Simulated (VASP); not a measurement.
Input of a VASP 6.6.1 run:

File INCAR:

```
PREC     = Accurate       # precision mode
ENCUT    = 520            # plane-wave cutoff, eV
EDIFF    = 1E-6           # SCF threshold, eV
ISMEAR   = 0              # smearing method
SIGMA    = 0.15           # smearing width, eV
LREAL    = F              # projectors in reciprocal space
LASPH    = T              # aspherical terms in the spheres
NELM     = 100            # most SCF steps
ALGO     = Normal         # electronic algorithm
ISIF     = 2              # what is computed and relaxed
LWAVE    = F              # write WAVECAR
LCHARG   = F              # write CHGCAR
GGA      = PS             # functional
NBANDS   = 11             # bands
```

The input KPOINTS:

```
regular mesh
0
Gamma
  18 18 18
```

File POSCAR:

```
Hf
1.0
   -1.8591500000      1.8591500000      1.8050000000
    1.8591500000     -1.8591500000      1.8050000000
    1.8591500000      1.8591500000     -1.8050000000
Hf
1
Direct
    0.0000000000      0.0000000000      0.0000000000
```

Potentials or basis: VASP PAW PBE potentials, release 64 (Hf_pv).

The run is started by

```sh
$ cat potpaw_PBE.64/Hf_pv/POTCAR > POTCAR
$ mpirun -np 1 vasp_std > vasp.out
```

(1) What does it give for the pressure?

(2) What does it give for the band gap on the k mesh?

## Answers

(1) -13.2 GPa.

(2) zero (band 5 reaches 5.04 eV, above the bottom of band 6 at 3.09 eV).

Caveat: the cell differs from its parent crystal (strain +0.030 along x and y, +0.000 along z); the PAW data sets were made with another functional, which shifts forces and pressure a little; spin-orbit coupling is left out, which moves the levels of the heavy elements.
